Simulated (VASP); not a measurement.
**PtS2: single point with PBE**

PtS2:

```xyz
3
Lattice="3.5599 0.0000 0.0000 -1.7800 3.0830 0.0000 0.0000 0.0000 7.0824" Properties=species:S:1:pos:R:3 pbc="T T T"
Pt    0.0000    0.0000    0.0000
S     0.0000    2.0553    1.2365
S     1.7800    1.0277    5.8459
```

* Program: VASP 6.6.1
* Task: single point
* Functional: PBE
* Potentials or basis: VASP PAW PBE potentials, release 64 (Pt, S)
* Cutoff: 520 eV
* k mesh: 12 × 12 × 6
* Occupations: gaussian, width 0.05 eV
* Spin: no spin polarisation
* Dipole correction: no
* Further INCAR settings: ALGO = Normal; EDIFF = 1e-07; NBANDS = 18

```yaml
Pressure: 0.1 GPa
Largest_force: 0.029 eV/Å
Band_gap_on_the_k_mesh: 1.63 eV (least direct gap 1.75 eV)
```

Forces in eV/Å, atoms in the order of the input:
```
Pt   0.000  0.000  0.000
S    0.000  0.000 -0.029
S    0.000  0.000  0.029
```

Stress tensor (GPa, compression positive):
```
 0.34  0.00  0.00
 0.00  0.34  0.00
 0.00  0.00 -0.26
```

Levels at points of the mesh, in eV from the valence-band top:
| k point | band 8 | band 9 | band 10 | band 11 | band 12 | band 13 | band 14 | band 15 |
| --- | --- | --- | --- | --- | --- | --- | --- | --- |
| (0.00, 0.00, 0.00) | -0.94 | -0.54 | -0.31 | -0.31 | 3.14 | 3.14 | 5.21 | 6.05 |
| (0.50, 0.00, 0.00) | -2.16 | -2.03 | -1.72 | -1.52 | 2.74 | 2.94 | 5.55 | 6.80 |
| (0.00, 0.00, 0.50) | -0.92 | -0.80 | -0.32 | -0.32 | 3.15 | 3.15 | 5.88 | 6.76 |
| (0.50, 0.00, 0.50) | -2.17 | -2.03 | -1.75 | -1.40 | 2.80 | 2.92 | 5.41 | 6.59 |

Run time: 100 s on 1 thread of AMD EPYC 7R13 Processor (Zen 3), with other jobs on the host, peak memory 0.25 GiB.

Caveat: spin-orbit coupling is left out, which moves the levels of the heavy elements; this functional lacks dispersion, which binds layers or chains, so the pressure and a relaxed spacing across them are unreliable. A hybrid or GW would open this gap; PBE tends to underestimate it.
